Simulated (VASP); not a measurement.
# ReS in VASP: single point with PBE

Aim: the single point of ReS with PBE.

All numbers are computed with VASP 6.6.1; they aren't measurements. Logs are shortened: lines on timing, memory, paths and dates and some standing lists are left out, and cuts for length are marked.

## 1. The cell of the first run

The typed cell holds 4 atoms: a = 4.208 Å, b = 4.208 Å, c = 5.951 Å, α = 45.00°, β = 45.00°, γ = 60.00°.

## 2. Single point, PBE, collinear spin

INCAR reads:

```
PREC     = Accurate       # precision mode
ENCUT    = 520            # plane-wave cutoff, eV
EDIFF    = 1E-7           # SCF threshold, eV
ISMEAR   = 0              # smearing method
SIGMA    = 0.1            # smearing width, eV
LREAL    = F              # projectors in reciprocal space
LASPH    = T              # aspherical terms in the spheres
NELM     = 150            # most SCF steps
ALGO     = Normal         # electronic algorithm
ISIF     = 2              # what is computed and relaxed
LWAVE    = F              # write WAVECAR
LCHARG   = T              # write CHGCAR
ISPIN    = 2              # spin polarisation
MAGMOM   = 2 -2 0 0       # initial moments
LORBIT   = 11             # projections on sites
LMAXMIX  = 4              # l up to which the mixer works
GGA      = PE             # functional
LELF     = T              # ELF
LVHAR    = T            
NBANDS   = 25             # bands
```

KPOINTS reads:

```
regular mesh
0
Gamma
  14 14 7
```

POSCAR reads:

```
ReS
1.0
    0.0000000000      2.9757433957      2.9757433957
    2.9757433957      0.0000000000      2.9757433957
    3.9675002673      3.9675002673      1.9839865242
Re S
2 2
Direct
    0.0000000000      0.0000000000      0.0000000000
    0.0000000000      0.0000000000      0.5000000000
    0.5000000000      0.5000000000      0.2500000000
    0.5000000000      0.5000000000      0.7500000000
```

Potentials or basis: VASP PAW PBE potentials, release 64 (Re, S).

Started as:

```console
cat potpaw_PBE.64/Re/POTCAR potpaw_PBE.64/S/POTCAR > POTCAR
mpirun -np 1 vasp_std > vasp.out
```

OUTCAR:

```text
PREC = Accurate
   ENCUT = 520
   EDIFF = 1E-7
   ISMEAR = 0
   LREAL = F
   LASPH = T
   NELM = 150
   ISIF = 2
   ISPIN = 2
   LORBIT = 11
   GGA = PE

 ion  position               nearest neighbor table
   1  0.000  0.000  0.000-   3 2.58   4 2.58   4 2.58   3 2.58   3 2.58   4 2.58   3 2.58   4 2.58
                             2 2.98   2 2.98   2 2.98   2 2.98   2 2.98   2 2.98
   2  0.000  0.000  0.500-   4 2.58   3 2.58   3 2.58   4 2.58   3 2.58   4 2.58   3 2.58   4 2.58
                             1 2.98   1 2.98   1 2.98   1 2.98   1 2.98   1 2.98
   3  0.500  0.500  0.250-   2 2.58   1 2.58   1 2.58   2 2.58   1 2.58   2 2.58   1 2.58   2 2.58

   4  0.500  0.500  0.750-   1 2.58   2 2.58   2 2.58   1 2.58   1 2.58   2 2.58   1 2.58   2 2.58

  LATTYP: Found a trigonal (rhomboedric) cell.
 ALAT       =     4.2081138002
 COS(alpha) =     0.4999470371

  Lattice vectors:

 A1 = (   3.9675002673,   0.9917568716,  -0.9917568715)
 A2 = (   0.9917568716,   0.9917568716,  -3.9675002672)
 A3 = (   0.9917568716,   3.9675002673,  -0.9917568715)

Analysis of symmetry for initial positions (statically):
=====================================================================
 Subroutine PRICEL returns following result:

  LATTYP: Found a trigonal (rhomboedric) cell.
 ALAT       =     2.9756646009
 COS(alpha) =    -0.0000529601

  Lattice vectors:

 A1 = (   1.9837501337,  -0.9919932621,  -1.9837501336)
 A2 = (  -0.9919932621,   1.9837501337,  -1.9837501336)
 A3 = (   1.9837501337,   1.9837501337,   0.9919932621)

   2 primitive cells build up your supercell.

 Routine SETGRP: Setting up the symmetry group for a
 trigonal (rhombohedral) supercell.

 Subroutine GETGRP returns: Found 12 space group operations
 (whereof 12 operations were pure point group operations)
 out of a pool of 12 trial point group operations.

The static configuration has the point symmetry D_3d.

Analysis of symmetry for dynamics (positions and initial velocities):
=====================================================================
 Subroutine PRICEL returns following result:

  LATTYP: Found a trigonal (rhomboedric) cell.
 ALAT       =     2.9756646009
 COS(alpha) =    -0.0000529601

  Lattice vectors:

 A1 = (   1.9837501337,  -0.9919932621,  -1.9837501336)
 A2 = (  -0.9919932621,   1.9837501337,  -1.9837501336)
 A3 = (   1.9837501337,   1.9837501337,   0.9919932621)

   2 primitive cells build up your supercell.

 Routine SETGRP: Setting up the symmetry group for a
 trigonal (rhombohedral) supercell.

 Subroutine GETGRP returns: Found 12 space group operations
 (whereof 12 operations were pure point group operations)
 out of a pool of 12 trial point group operations.

The dynamic configuration has the point symmetry D_3d.

Analysis of structural, dynamic, and magnetic symmetry:
=====================================================================
 Subroutine PRICEL returns following result:

  LATTYP: Found a trigonal (rhomboedric) cell.
 ALAT       =     2.9756646009
 COS(alpha) =    -0.0000529601

  Lattice vectors:

 A1 = (   1.9837501337,  -0.9919932621,  -1.9837501336)
 A2 = (  -0.9919932621,   1.9837501337,  -1.9837501336)
 A3 = (   1.9837501337,   1.9837501337,   0.9919932621)

   2 primitive cells build up your supercell.

 Routine SETGRP: Setting up the symmetry group for a
 trigonal (rhombohedral) supercell.

 Subroutine GETGRP returns: Found 12 space group operations
 (whereof 12 operations were pure point group operations)
 out of a pool of 12 trial point group operations.

The overall configuration has the point symmetry D_3d.

 Subroutine INISYM returns: Found 12 space group operations
 (whereof 12 operations are pure point group operations),
 and found     2 'primitive' translations

----------------------------------------------------------------------------------------

                                     Primitive cell

  volume of cell :      26.3483

  direct lattice vectors                    reciprocal lattice vectors
     1.983750134 -0.991993262 -1.983750134     0.224042553 -0.112007928 -0.224042553
    -0.991993262  1.983750134 -1.983750134    -0.112007928  0.224042553 -0.224042553
     1.983750134  1.983750134  0.991993262     0.224042553  0.224042553  0.112007928

  length of vectors
     2.975664601  2.975664601  2.975664601     0.336059381  0.336059381  0.336059381

  position of ions in fractional coordinates (direct lattice)
     0.000000000  0.000000000  0.000000000
     0.500000000  0.500000000  0.500000000

  ion indices of the primitive-cell ions
   primitive index   ion index
                 1           1
                 2           3

----------------------------------------------------------------------------------------

 KPOINTS: regular mesh

Automatic generation of k-mesh.
 Grid dimensions read from file:
 generate k-points for:   14   14    7

 Generating k-lattice:

  Cartesian coordinates                     Fractional coordinates (reciprocal lattice)
    -0.016003040  0.008000566  0.016003040     0.071428571  0.000000000  0.000000000
     0.008000566 -0.016003040  0.016003040     0.000000000  0.071428571  0.000000000
     0.024005513  0.024005513 -0.024005513     0.000000000  0.000000000  0.142857143

  Length of vectors
     0.024004241  0.024004241  0.041578768

  Shift w.r.t. Gamma in fractional coordinates (k-lattice)
     0.000000000  0.000000000  0.000000000

 Subroutine IBZKPT returns following result:
 ===========================================

 Found    144 irreducible k-points:

 Following reciprocal coordinates:
            Coordinates               Weight
  0.000000  0.000000  0.000000      1.000000
  0.071429  0.000000  0.000000      6.000000
  0.142857  0.000000  0.000000      6.000000
  0.214286  0.000000  0.000000      6.000000
  0.285714  0.000000 -0.000000      6.000000
  0.357143  0.000000 -0.000000      6.000000
[... 16 lines left out ...]
  0.214286  0.142857  0.000000     12.000000
  0.285714  0.142857  0.000000     12.000000
 [... further k-points ...]
   k-points           NKPTS =    144   k-points in BZ     NKDIM =    144   number of bands    NBANDS=     25
   number of dos      NEDOS =    301   number of ions     NIONS =      4
   total plane-waves  NPLWV =  49152
   dimension x,y,z NGX =    32 NGY =   32 NGZ =   48
   dimension x,y,z NGXF=    64 NGYF=   64 NGZF=   96
   ions per type =               2   2
   NGX,Y,Z   is equivalent  to a cutoff of  12.64, 12.64, 13.41 a.u.
   NGXF,Y,Z  is equivalent  to a cutoff of  25.28, 25.28, 26.82 a.u.
 SYSTEM =  unknown system
   PREC   = accura    normal or accurate (medium, high low for compatibility)
   ISTART =      0    job   : 0-new  1-cont  2-samecut
   ICHARG =      2    charge: 1-file 2-atom 10-const
   ISPIN  =      2    spin polarized calculation?
   LNONCOLLINEAR =      F non collinear calculations
   LSORBIT =      F    spin-orbit coupling
   LASPH  =      T    aspherical Exc in radial PAW
   ENCUT  =  520.0 eV  38.22 Ry    6.18 a.u.   7.82  7.82 11.07*2*pi/ulx,y,z
   NELM   =    150;   NELMIN=  2; NELMDL= -5     # of ELM steps
   EDIFF  = 0.1E-06   stopping-criterion for ELM
   LREAL  =      F    real-space projection
   EDIFFG = 0.1E-05   stopping-criterion for IOM
   NSW    =      0    number of steps for IOM
   IBRION =     -1    ionic relax: 0-MD 1-quasi-New 2-CG
   NFREE  =      0    steps in history (QN), initial steepest desc. (CG)
   ISIF   =      2    stress and relaxation
   ISYM   =      2    0-nonsym 1-usesym 2-fastsym
   POTIM  = 0.5000    time-step for ionic-motion
   TEBEG  =    0.0;   TEEND  =   0.0 temperature during run
   PSTRESS=    0.0 pullay stress
   NELECT =      26.0000    total number of electrons
   NUPDOWN=      -1.0000    fix difference up-down
   EMIN   =  10.00;   EMAX   =-10.00  energy-range for DOS
   EFERMI =   0.00;   METHOD = LEGACY
   ISMEAR =     0;   SIGMA  =   0.10  broadening in eV -4-tet -1-fermi 0-gaus
   EFERMI_NEDOS =   21; number of points for ismear=-14 and -15
   IALGO  =     38    algorithm
   IMIX   =      4    mixing-type and parameters
     AMIX     =   0.40;   BMIX     =  1.00
     AMIX_MAG =   1.60;   BMIX_MAG =  1.00
  volume/ion in A,a.u.               =      13.17        88.90
  Fermi-wavevector in a.u.,A,eV,Ry     =   1.293616  2.444579 22.768558  1.673442
  Thomas-Fermi vector in A             =   2.425250
   LORBIT       =     11    0 simple, 1 ext, 2 COOP (PROOUT), +10 PAW based schemes
   GGA     = PE    functional components
   LHFCALC =     F    Hartree Fock is set to
   AEXX    =    0.0000 exact exchange contribution
   IVDW    =     0    specifies the selected vdW correction
   LEPSILON=     F    determine dielectric tensor
   LRPA    =     F    only Hartree local field effects (RPA)
 spin polarized calculation
 Gauss-broadening in eV      SIGMA  =   0.10
  energy-cutoff  :      520.00
  volume of cell :       52.70
 maximum number of plane-waves:      1430
   NGX = 15   NGY = 15   NGZ = 21

 number of electron      26.0000000 magnetization       0.0000000

 number of electron      26.0000000 magnetization      -0.0000000

 Free energy of the ion-electron system (eV)
  ---------------------------------------------------
  ext. energy  EPLUGINS =         0.00000000
  ---------------------------------------------------
  free energy    TOTEN  =       -31.25320720 eV

  energy without entropy =      -31.24019497  energy(sigma->0) =      -31.24670108

 E-fermi :  10.8939     XC(G=0): -13.2409

 val. band max:       10.8542044841   @ k =   0.2143   0.0000   0.1429
 cond. band min:      10.8942277672   @ k =   0.5000   0.3571   0.1429
 fundamental gap:      0.0400232830
 Fermi energy:        10.8939070574

 spin component 1

 k-point     1 :       0.0000    0.0000    0.0000
  band No.  band energies     occupation
      1      -7.0955      1.00000
      2      -2.1244      1.00000
      3       1.6475      1.00000
      4       1.6475      1.00000
      5       1.6475      1.00000
      6       5.6052      1.00000
[... 17 lines left out ...]
     24      20.1087      0.00000
     25      20.1087      0.00000
[... 621 lines left out ...]
      3       2.3059      1.00000
      4       2.4729      1.00000
      5       2.9002      1.00000
      6       5.0895      1.00000
[... 17 lines left out ...]
     24      20.2351      0.00000
     25      21.4123      0.00000

 [... further k-points ...]

 spin component 2

 k-point     1 :       0.0000    0.0000    0.0000
  band No.  band energies     occupation
      1      -7.0955      1.00000
      2      -2.1244      1.00000
      3       1.6475      1.00000
      4       1.6475      1.00000
      5       1.6475      1.00000
      6       5.6052      1.00000
[... 17 lines left out ...]
     24      20.1087      0.00000
     25      20.1087      0.00000
[... 621 lines left out ...]
      3       2.3059      1.00000
      4       2.4729      1.00000
      5       2.9002      1.00000
      6       5.0895      1.00000
[... 17 lines left out ...]
     24      20.2351      0.00000
     25      21.4108      0.00000

 [... further k-points ...]

------------------------ aborting loop because EDIFF is reached ----------------------------------------

  FORCE on cell =-STRESS in cart. coord.  units (eV):
  Direction    XX          YY          ZZ          XY          YZ          ZX
  --------------------------------------------------------------------------------------
  -------------------------------------------------------------------------------------
  Total        0.2884359      0.2884359      0.2884359      0.0022339     -0.0022339     -0.0022339
  in kB        8.7695619      8.7695619      8.7695619      0.0679195     -0.0679195     -0.0679195
  external PRESSURE =       8.7695619 kB  Pullay stress =       0.0000000 kB

 VOLUME and BASIS-vectors are now :
 -----------------------------------------------------------------------------
  energy-cutoff  :      520.00
  volume of cell :       52.70
      direct lattice vectors                 reciprocal lattice vectors
     0.000000000  2.975743396  2.975743396    -0.224042553  0.112007928  0.224042553
     2.975743396  0.000000000  2.975743396     0.112007928 -0.224042553  0.224042553
     3.967500267  3.967500267  1.983986524     0.168038589  0.168038589 -0.168038589

 POSITION                                       TOTAL-FORCE (eV/Angst)
 -----------------------------------------------------------------------------------
      0.00000      0.00000      0.00000        -0.000000      0.000000      0.000000
      1.98375      1.98375      0.99199         0.000000     -0.000000      0.000000
      2.47975      2.47975      3.47174         0.000000      0.000000     -0.000000
      4.46350      4.46350      4.46373        -0.000000     -0.000000      0.000000
 -----------------------------------------------------------------------------------
    total drift:                                0.000000      0.000000      0.000000

  FREE ENERGIE OF THE ION-ELECTRON SYSTEM (eV)
  ---------------------------------------------------
  free  energy   TOTEN  =       -31.2532071987 eV

  energy  without entropy=      -31.2401949667  energy(sigma->0) =      -31.24670108

 total charge

# of ion       s       p       d       tot
------------------------------------------
    1        0.461   0.525   4.953   5.939
    2        0.461   0.525   4.953   5.939
    3        1.349   2.223   0.000   3.572
    4        1.349   2.223   0.000   3.572
--------------------------------------------------
tot          3.621   5.496   9.907  19.023

 magnetization (x)

# of ion       s       p       d       tot
------------------------------------------
    1        0.000  -0.000   0.000   0.000
    2       -0.000   0.000  -0.000  -0.000
    3        0.000   0.000   0.000   0.000
    4        0.000   0.000   0.000   0.000
--------------------------------------------------
tot          0.000   0.000   0.000   0.000
```

Run time: 17 min. Hardware: 1 thread of Intel Xeon 8259CL, shared host; peak memory 0.44 GiB.

What came out:

```yaml
Free_energy: -31.2532 eV
Pressure: 0.9 GPa
Band_gap_on_the_k_mesh: zero (filled and empty bands overlap)
Net_moment: 0.00 μB per cell
Valence_electrons_inside_the_program's_atomic_spheres: Re 5.94; S 3.57
```

Levels at points of the mesh, in eV from the Fermi level:
Spin up:
```csv
k point,band 9,band 10,band 11,band 12,band 13,band 14,band 15,band 16,band 17,band 18
"(0.00, 0.00, 0.00)",-2.96,-2.96,0.00,0.00,0.00,2.06,2.06,2.06,2.15,2.35
"(0.50, 0.00, 0.00)",-4.10,-2.12,-2.12,-1.50,-0.18,0.56,1.62,2.19,3.91,3.91
```
Spin down:
```csv
k point,band 9,band 10,band 11,band 12,band 13,band 14,band 15,band 16,band 17,band 18
"(0.00, 0.00, 0.00)",-2.96,-2.96,0.00,0.00,0.00,2.06,2.06,2.06,2.15,2.35
"(0.50, 0.00, 0.00)",-4.10,-2.12,-2.12,-1.50,-0.18,0.56,1.62,2.19,3.91,3.91
```

Caveat: spin-orbit coupling is left out, which moves the levels of the heavy elements.

The gap in the log of VASP goes by the Fermi energy; the results here count the filled bands.